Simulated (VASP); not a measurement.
# Si2W (I4/mmm) in VASP: single point with r2SCAN

Aim: the single point of Si2W with r2SCAN.

Program: VASP 6.6.1. These are calculated values, not measurements. Logs are shortened: lines on timing, memory, paths and dates and some standing lists are left out, and cuts for length are marked.

## 1. The cell of the first run

The structure is tetragonal, space group I4/mmm (No. 139). Conventional cell: a = 3.214 Å, b = 3.214 Å, c = 7.831 Å, α = 90.00°, β = 90.00°, γ = 90.00°. W (site symmetry 4/mmm) has 10 Si at 2.61 to 2.62 Å and 4 W at 3.21 Å within 3.4 Å. Si (site symmetry 4mm) has 9 Si at 2.59 to 3.21 Å and 5 W at 2.61 to 2.62 Å within 3.4 Å.

## 2. Single point, r2SCAN

File POSCAR:

```
Si2W
1.0
   -1.6069750000      1.6069750000      3.9156400000
    1.6069750000     -1.6069750000      3.9156400000
    1.6069750000      1.6069750000     -3.9156400000
W Si
1 2
Direct
    0.0000000000      0.0000000000      0.0000000000
    0.3349104177      0.3349104177      0.0000000000
    0.6650895823      0.6650895823      0.0000000000
```

File INCAR.step1:

```
  PREC = Accurate
  ENCUT = 520
  ISMEAR = 0
  SIGMA = 0.05
  LREAL = False
  LASPH = True
  NELM = 60
  NBANDS = 18
  GGA = PE
  ALGO = Normal
  EDIFF = 1E-4
  LWAVE = True
  LCHARG = False
```

File INCAR.step2:

```
  PREC = Accurate
  ENCUT = 520
  EDIFF = 1E-7
  ISMEAR = 0
  SIGMA = 0.05
  LREAL = False
  LASPH = True
  NELM = 60
  ALGO = Normal
  ISIF = 2
  LWAVE = False
  LCHARG = True
  METAGGA = R2SCAN
  LMIXTAU = True
  LELF = True
  LVHAR = True
  NBANDS = 18
  ISTART = 1
```

File KPOINTS:

```
Automatic mesh
0
Gamma
  18 18 18
```

Potentials or basis: VASP PAW PBE potentials, release 64 (W_sv, Si).

On the command line:

```bash
> cat potpaw_PBE.64/W_sv/POTCAR potpaw_PBE.64/Si/POTCAR > POTCAR
> cp INCAR.step1 INCAR
> mpirun -np 1 vasp_std > vasp.out
> cp INCAR.step2 INCAR
> mpirun -np 1 vasp_std > vasp.out
```

OUTCAR:

```text
PREC = Accurate
   ENCUT = 520
   EDIFF = 1E-7
   ISMEAR = 0
   LREAL = False
   LASPH = True
   NELM = 60
   ISIF = 2
   METAGGA = R2SCAN
   ISTART = 1

 ion  position               nearest neighbor table
   1  0.000  0.000  0.000-   3 2.61   3 2.61   3 2.61   2 2.61   3 2.61   2 2.61   2 2.61   2 2.61
                             2 2.62   3 2.62
   2  0.335  0.335  0.000-   3 2.59   1 2.61   1 2.61   1 2.61   1 2.61   1 2.62   3 2.63   3 2.63
                             3 2.63   3 2.63
   3  0.665  0.665  0.000-   2 2.59   1 2.61   1 2.61   1 2.61   1 2.61   1 2.62   2 2.63   2 2.63
                             2 2.63   2 2.63

  LATTYP: Found a body centered tetragonal cell.
 ALAT       =     3.2139500000
 C/A-ratio  =     2.4366527171

  Lattice vectors:

 A1 = (  -1.6069750000,   1.6069750000,   3.9156400000)
 A2 = (   1.6069750000,  -1.6069750000,   3.9156400000)
 A3 = (   1.6069750000,   1.6069750000,  -3.9156400000)

Analysis of symmetry for initial positions (statically):
=====================================================================
 Subroutine PRICEL returns:
 Original cell was already a primitive cell.

 Routine SETGRP: Setting up the symmetry group for a
 body centered tetragonal supercell.

 Subroutine GETGRP returns: Found 16 space group operations
 (whereof 16 operations were pure point group operations)
 out of a pool of 16 trial point group operations.

The static configuration has the point symmetry D_4h.

Analysis of symmetry for dynamics (positions and initial velocities):
=====================================================================
 Subroutine PRICEL returns:
 Original cell was already a primitive cell.

 Routine SETGRP: Setting up the symmetry group for a
 body centered tetragonal supercell.

 Subroutine GETGRP returns: Found 16 space group operations
 (whereof 16 operations were pure point group operations)
 out of a pool of 16 trial point group operations.

The dynamic configuration has the point symmetry D_4h.

 Subroutine INISYM returns: Found 16 space group operations
 (whereof 16 operations are pure point group operations),
 and found     1 'primitive' translations

----------------------------------------------------------------------------------------

                                     Primitive cell

  volume of cell :      40.4465

  direct lattice vectors                    reciprocal lattice vectors
    -1.606975000  1.606975000  3.915640000     0.000000000  0.311143608  0.127693046
     1.606975000 -1.606975000  3.915640000     0.311143608  0.000000000  0.127693046
     1.606975000  1.606975000 -3.915640000     0.311143608  0.311143608  0.000000000

  length of vectors
     4.527358381  4.527358381  4.527358381     0.336327012  0.336327012  0.440023511

  position of ions in fractional coordinates (direct lattice)
     0.000000000  0.000000000  0.000000000
     0.334910418  0.334910418  0.000000000
     0.665089582  0.665089582  0.000000000

  ion indices of the primitive-cell ions
   primitive index   ion index
                 1           1
                 2           2
                 3           3

----------------------------------------------------------------------------------------

 KPOINTS: Automatic mesh

Automatic generation of k-mesh.
 Grid dimensions read from file:
 generate k-points for:   18   18   18

 Generating k-lattice:

  Cartesian coordinates                     Fractional coordinates (reciprocal lattice)
     0.000000000  0.017285756  0.007094058     0.055555556  0.000000000 -0.000000000
     0.017285756  0.000000000  0.007094058     0.000000000  0.055555556 -0.000000000
     0.017285756  0.017285756  0.000000000     0.000000000  0.000000000  0.055555556

  Length of vectors
     0.018684834  0.018684834  0.024445751

  Shift w.r.t. Gamma in fractional coordinates (k-lattice)
     0.000000000  0.000000000  0.000000000

 Subroutine IBZKPT returns following result:
 ===========================================

 Found    480 irreducible k-points:

 Following reciprocal coordinates:
            Coordinates               Weight
  0.000000  0.000000  0.000000      1.000000
  0.055556 -0.000000  0.000000      8.000000
  0.111111 -0.000000  0.000000      8.000000
  0.166667  0.000000 -0.000000      8.000000
  0.222222  0.000000 -0.000000      8.000000
  0.277778 -0.000000  0.000000      8.000000
[... 16 lines left out ...]
 -0.277778  0.055556 -0.000000     16.000000
 -0.222222  0.055556  0.000000     16.000000
 [... further k-points ...]
   k-points           NKPTS =    480   k-points in BZ     NKDIM =    480   number of bands    NBANDS=     18
   number of dos      NEDOS =    301   number of ions     NIONS =      3
   total plane-waves  NPLWV =  46656
   dimension x,y,z NGX =    36 NGY =   36 NGZ =   36
   dimension x,y,z NGXF=    72 NGYF=   72 NGZF=   72
   ions per type =               1   2
   NGX,Y,Z   is equivalent  to a cutoff of  13.22, 13.22, 13.22 a.u.
   NGXF,Y,Z  is equivalent  to a cutoff of  26.44, 26.44, 26.44 a.u.
 SYSTEM =  unknown system
   PREC   = accura    normal or accurate (medium, high low for compatibility)
   ISTART =      1    job   : 0-new  1-cont  2-samecut
   ICHARG =      0    charge: 1-file 2-atom 10-const
   ISPIN  =      1    spin polarized calculation?
   LNONCOLLINEAR =      F non collinear calculations
   LSORBIT =      F    spin-orbit coupling
   LASPH  =      T    aspherical Exc in radial PAW
   ENCUT  =  520.0 eV  38.22 Ry    6.18 a.u.   8.42  8.42  8.42*2*pi/ulx,y,z
   NELM   =     60;   NELMIN=  2; NELMDL=  0     # of ELM steps
   EDIFF  = 0.1E-06   stopping-criterion for ELM
   LREAL  =      F    real-space projection
   EDIFFG = 0.1E-05   stopping-criterion for IOM
   NSW    =      0    number of steps for IOM
   IBRION =     -1    ionic relax: 0-MD 1-quasi-New 2-CG
   NFREE  =      0    steps in history (QN), initial steepest desc. (CG)
   ISIF   =      2    stress and relaxation
   ISYM   =      2    0-nonsym 1-usesym 2-fastsym
   POTIM  = 0.5000    time-step for ionic-motion
   TEBEG  =    0.0;   TEEND  =   0.0 temperature during run
   PSTRESS=    0.0 pullay stress
   NELECT =      22.0000    total number of electrons
   NUPDOWN=      -1.0000    fix difference up-down
   EMIN   =  10.00;   EMAX   =-10.00  energy-range for DOS
   EFERMI =   0.00;   METHOD = LEGACY
   ISMEAR =     0;   SIGMA  =   0.05  broadening in eV -4-tet -1-fermi 0-gaus
   EFERMI_NEDOS =   21; number of points for ismear=-14 and -15
   IALGO  =     38    algorithm
   IMIX   =      4    mixing-type and parameters
     AMIX     =   0.40;   BMIX     =  1.00
     AMIX_MAG =   1.60;   BMIX_MAG =  1.00
  volume/ion in A,a.u.               =      13.48        90.98
  Fermi-wavevector in a.u.,A,eV,Ry     =   1.336356  2.525346 24.297917  1.785846
  Thomas-Fermi vector in A             =   2.464989
   LORBIT       =      0    0 simple, 1 ext, 2 COOP (PROOUT), +10 PAW based schemes
   METAGGA = R2SCAN    functional components
   LHFCALC =     F    Hartree Fock is set to
   AEXX    =    0.0000 exact exchange contribution
   IVDW    =     0    specifies the selected vdW correction
   LEPSILON=     F    determine dielectric tensor
   LRPA    =     F    only Hartree local field effects (RPA)
 non-spin polarized calculation
 Gauss-broadening in eV      SIGMA  =   0.05
  energy-cutoff  :      520.00
  volume of cell :       40.45
 maximum number of plane-waves:      1118
 NGX is ok and might be reduce to    36
   NGX = 17   NGY = 17   NGZ = 17

 number of electron      21.9999999 magnetization

 Free energy of the ion-electron system (eV)
  ---------------------------------------------------
  ext. energy  EPLUGINS =         0.00000000
  ---------------------------------------------------
  free energy    TOTEN  =       -69.81516673 eV

  energy without entropy =      -69.81486501  energy(sigma->0) =      -69.81501587

 E-fermi :  11.9427     XC(G=0): -13.5023

 val. band max:       11.9425054916   @ k =  -0.3889   0.5000   0.3333
 cond. band min:      11.9540394811   @ k =  -0.4444  -0.4444   0.2778
 fundamental gap:      0.0115339895
 Fermi energy:        11.9426703080

 k-point     1 :       0.0000    0.0000    0.0000
  band No.  band energies     occupation
      1     -63.8355      2.00000
      2     -27.4639      2.00000
      3     -27.4349      2.00000
      4     -27.4349      2.00000
      5      -2.9316      2.00000
      6       4.6772      2.00000
[... 10 lines left out ...]
     17      17.8916      0.00000
     18      17.8916      0.00000

 k-point     2 :       0.0556   -0.0000    0.0000
  band No.  band energies     occupation
      1     -63.8353      2.00000
      2     -27.4634      2.00000
      3     -27.4421      2.00000
      4     -27.4342      2.00000
      5      -2.8692      2.00000
      6       4.6831      2.00000
[... 10 lines left out ...]
     17      17.8961      0.00000
     18      18.1389      0.00000

 k-point     3 :       0.1111   -0.0000    0.0000
  band No.  band energies     occupation
      1     -63.8345      2.00000
      2     -27.4632      2.00000
      3     -27.4616      2.00000
      4     -27.4322      2.00000
      5      -2.6832      2.00000
      6       4.6917      2.00000
[... 10 lines left out ...]
     17      17.9548      0.00000
     18      18.7451      0.00000

 k-point     4 :       0.1667    0.0000   -0.0000
  band No.  band energies     occupation
      1     -63.8334      2.00000
      2     -27.4948      2.00000
      3     -27.4594      2.00000
      4     -27.4293      2.00000
      5      -2.3778      2.00000
      6       4.6691      2.00000
[... 375 lines left out ...]
      4     -27.4250      2.00000
      5      -0.8656      2.00000
      6       3.8269      2.00000
[... 10 lines left out ...]
     17      19.6553      0.00000
     18      20.5654      0.00000

 k-point    23 :      -0.2778    0.0556   -0.0000
  band No.  band energies     occupation
      1     -63.8301      2.00000
      2     -27.5736      2.00000
      3     -27.4517      2.00000
      4     -27.4287      2.00000
      5      -1.4659      2.00000
      6       4.4415      2.00000
[... 10 lines left out ...]
     17      19.2998      0.00000
     18      20.4347      0.00000

 k-point    24 :      -0.2222    0.0556    0.0000
  band No.  band energies     occupation
      1     -63.8317      2.00000
      2     -27.5327      2.00000
      3     -27.4549      2.00000
      4     -27.4326      2.00000
      5      -1.9715      2.00000
      6       4.8272      2.00000
[... 10 lines left out ...]
     17      18.5508      0.00000
     18      20.6081      0.00000

 [... further k-points ...]
[... 5 lines left out ...]
  --------------------------------------------------------------------------------------
  -------------------------------------------------------------------------------------
  Total       -0.1169725     -0.1169725     -0.5108803      0.0000000      0.0000000      0.0000000
  in kB       -4.6335450     -4.6335450    -20.2371224      0.0000000      0.0000000      0.0000000
  external PRESSURE =      -9.8347374 kB  Pullay stress =       0.0000000 kB

 VOLUME and BASIS-vectors are now :
 -----------------------------------------------------------------------------
  energy-cutoff  :      520.00
  volume of cell :       40.45
      direct lattice vectors                 reciprocal lattice vectors
    -1.606975000  1.606975000  3.915640000     0.000000000  0.311143608  0.127693046
     1.606975000 -1.606975000  3.915640000     0.311143608  0.000000000  0.127693046
     1.606975000  1.606975000 -3.915640000     0.311143608  0.311143608  0.000000000

 POSITION                                       TOTAL-FORCE (eV/Angst)
 -----------------------------------------------------------------------------------
      0.00000      0.00000      0.00000         0.000000      0.000000      0.000000
      0.00000      0.00000      2.62278         0.000000      0.000000     -0.008348
      0.00000      0.00000      5.20850        -0.000000     -0.000000      0.008348
 -----------------------------------------------------------------------------------
    total drift:                               -0.000000     -0.000000      0.000000

  FREE ENERGIE OF THE ION-ELECTRON SYSTEM (eV)
  ---------------------------------------------------
  free  energy   TOTEN  =       -69.8151667342 eV

  energy  without entropy=      -69.8148650111  energy(sigma->0) =      -69.81501587
```

Wall time 42 min (1 thread of Oxide Virtual Turin-like, shared host); peak memory 0.45 GiB.

Results:

* Free energy: -69.8152 eV
* Pressure: -1.0 GPa
* Largest force: 0.008 eV/Å
* Band gap on the k mesh: zero (bands 11 and 12 overlap by 1.31 eV)

Forces on the atoms (eV/Å):
```
W    0.000  0.000  0.000
Si   0.000  0.000 -0.008
Si   0.000  0.000  0.008
```

Stress tensor (GPa, compression positive):
```
-0.46  0.00  0.00
 0.00 -0.46  0.00
 0.00  0.00 -2.02
```

Levels at points of the mesh, in eV from the Fermi level:
| k point | band 7 | band 8 | band 9 | band 10 | band 11 | band 12 | band 13 | band 14 | band 15 | band 16 |
| --- | --- | --- | --- | --- | --- | --- | --- | --- | --- | --- |
| (0.00, 0.00, 0.00) | -3.90 | -3.42 | -3.05 | -3.05 | 0.57 | 2.99 | 3.16 | 3.16 | 3.16 | 4.93 |
| (0.50, 0.00, 0.00) | -6.05 | -5.24 | -3.02 | -2.89 | -0.51 | 2.91 | 2.96 | 4.13 | 4.74 | 5.39 |
| (0.50, 0.50, 0.00) | -6.42 | -5.71 | -5.33 | -3.49 | -2.03 | 2.99 | 3.25 | 3.38 | 4.11 | 4.47 |
| (0.50, 0.50, 0.50) | -3.97 | -2.69 | -0.97 | -0.97 | -0.56 | -0.56 | 0.76 | 4.83 | 5.47 | 6.67 |

Caveat: the PAW data sets were made with another functional, which shifts forces and pressure a little; spin-orbit coupling is left out, which moves the levels of the heavy elements.
